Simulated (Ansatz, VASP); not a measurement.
Given: the input of a run of Ansatz 0.2.0 on Ir.

Contents of input.yaml:

```yaml
crystal:
  lattice:
    - [2.7513778946, 0.0, 0.0]
    - [-1.3756889473, 2.3827631521, 0.0]
    - [0.0, 0.0, 4.46229]
  atoms:
    - { symbol: Ir, position: [0.3333333333, 0.6666666667, 0.25] }
    - { symbol: Ir, position: [0.6666666667, 0.3333333333, 0.75] }
hamiltonian:
  xc: blyp
  pseudopotentials: { kind: paw }
kpoints:
  mp_grid: { grid: [11, 11, 6] }
scf:
  occupations: { method: fermi_dirac, width: 0.05 }
output:
  forces: true
  stress: true
  eigenvalues: true
relax:
  f_tol: 0.01
  max_steps: 40
  cell: { stress_tol: 0.05 }
```

Potentials or basis: Ansatz PAW.

Run with:

```console
$ ansatz run input.yaml --threads 2 --pin off --max-ram 5632MiB --backend cpu --events-out ev --progress --plain --runs-dir out
```

Q: Set up the same calculation for VASP 6.6.1. Potentials there: VASP PAW PBE potentials, release 64 (Ir_sv_GW).

A: As run (the cutoff follows the program's own potentials):

INCAR

```
PREC = Accurate ; ENCUT = 500
EDIFF = 1E-7 ; ISMEAR = -1
SIGMA = 0.05 ; LREAL = False
LASPH = True ; NELM = 120
ALGO = Normal ; ISIF = 3
LWAVE = False ; LCHARG = False
GGA = B5 ; ALDAX = 1.0
AGGAX = 1.0 ; AGGAC = 1.0
ALDAC = 0.0 ; IBRION = 2
NSW = 60 ; EDIFFG = -0.01
GGA_COMPAT = False ; NELMIN = 4
```

File KPOINTS:

```
regular mesh
0
Gamma
  11 11 6
```

The input POSCAR:

```
Ir
1.0
    2.7513778946      0.0000000000      0.0000000000
   -1.3756889473      2.3827631521      0.0000000000
    0.0000000000      0.0000000000      4.4622900000
Ir
2
Direct
    0.3333333333      0.6666666667      0.2500000000
    0.6666666667      0.3333333333      0.7500000000
```

Potentials or basis: VASP PAW PBE potentials, release 64 (Ir_sv_GW).

Command:

```sh
$ cat potpaw_PBE.64/Ir_sv_GW/POTCAR > POTCAR
$ mpirun -np 1 vasp_std > vasp.out
```

Both were run:

|  | VASP | Ansatz | Ansatz less VASP |
| --- | --- | --- | --- |
| gap on the k mesh at the Fermi level, each at its own relaxed structure (eV) | none | none | - |
| relaxed volume (Å³/atom) | 15.25 | 15.33 | +0.081 |
| relaxed cell length with the largest relative difference (Å) | 2.791 | 2.796 | +0.0053 |

VASP's potentials were made for PBE, not for BLYP. A gap of «none» marks a metal or a gap that the smearing closes.

Spin-orbit coupling is off throughout. Noted on Ansatz's run: the plane-wave basis is chosen anew once the cell has moved, so the energies of steps on either side of that aren't comparable.
